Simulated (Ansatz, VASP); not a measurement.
**KI: VASP beside Ansatz**

File POSCAR:

```
KI
1.0
    0.0000000000      3.5442850250      3.5442850250
    3.5442850250      0.0000000000      3.5442850250
    3.5442850250      3.5442850250      0.0000000000
K I
1 1
Direct
    0.0000000000      0.0000000000      0.0000000000
    0.5000000000      0.5000000000      0.5000000000
```

Contents of INCAR.step1:

```
ALGO     = Normal         # electronic algorithm
EDIFF    = 1E-4           # SCF threshold, eV
ENCUT    = 520            # plane-wave cutoff, eV
GGA      = PE             # functional
ISMEAR   = 0              # smearing method
LASPH    = T              # aspherical terms in the spheres
LCHARG   = F              # write CHGCAR
LREAL    = F              # projectors in reciprocal space
LWAVE    = T              # write WAVECAR
NBANDS   = 15             # bands
NELM     = 60             # most SCF steps
PREC     = Accurate       # precision mode
SIGMA    = 0.01           # smearing width, eV
```

INCAR.step2

```
ALGO     = Normal         # electronic algorithm
EDIFF    = 1E-7           # SCF threshold, eV
ENCUT    = 520            # plane-wave cutoff, eV
ISIF     = 2              # what is computed and relaxed
ISMEAR   = 0              # smearing method
ISTART   = 1            
LASPH    = T              # aspherical terms in the spheres
LCHARG   = T              # write CHGCAR
LELF     = T              # ELF
LMIXTAU  = T            
LREAL    = F              # projectors in reciprocal space
LVHAR    = T            
LWAVE    = F              # write WAVECAR
METAGGA  = R2SCAN         # meta-GGA
NBANDS   = 15             # bands
NELM     = 60             # most SCF steps
PREC     = Accurate       # precision mode
SIGMA    = 0.01           # smearing width, eV
```

The input KPOINTS:

```
k-points
0
Gamma
  4 4 4
```

Input for Ansatz:

```yaml
crystal:
  lattice:
    - [0.0, 3.544285025, 3.544285025]
    - [3.544285025, 0.0, 3.544285025]
    - [3.544285025, 3.544285025, 0.0]
  atoms:
    - { symbol: K, position: [0.0, 0.0, 0.0] }
    - { symbol: I, position: [0.5, 0.5, 0.5] }
kpoints:
  mp_grid: { grid: [4, 4, 4] }
hamiltonian:
  xc: r2scan
scf:
  occupations: { method: fixed }
  n_extra_bands: 4
output:
  forces: true
  stress: true
  eigenvalues: true
```

Alike in both runs: task single point; functional r2SCAN; k mesh 4 × 4 × 4; no spin polarisation.

|  | VASP | Ansatz |
| --- | --- | --- |
| version | VASP 6.6.1 | Ansatz 0.2.0 |
| potentials or method | VASP PAW PBE potentials, release 64 (K_sv, I) | plane waves, PAW |
| plane-wave cutoff (eV) | 520 | 500 |
| occupations | gaussian, width 0.01 eV | fixed |
| valence electrons in the cell | 16 | 26 |

```csv
,VASP,Ansatz,Ansatz less VASP
gap on the k mesh at the Fermi level (eV),4.58,4.59,+0.003
pressure (GPa),0.0,0.0,0.00
```

VASP's potentials were made for PBE, not for r2SCAN. VASP's potentials hold 16 valence electrons a cell and Ansatz's 26, so a difference there can come from the potentials and not from the codes.

Spin-orbit coupling is off throughout.
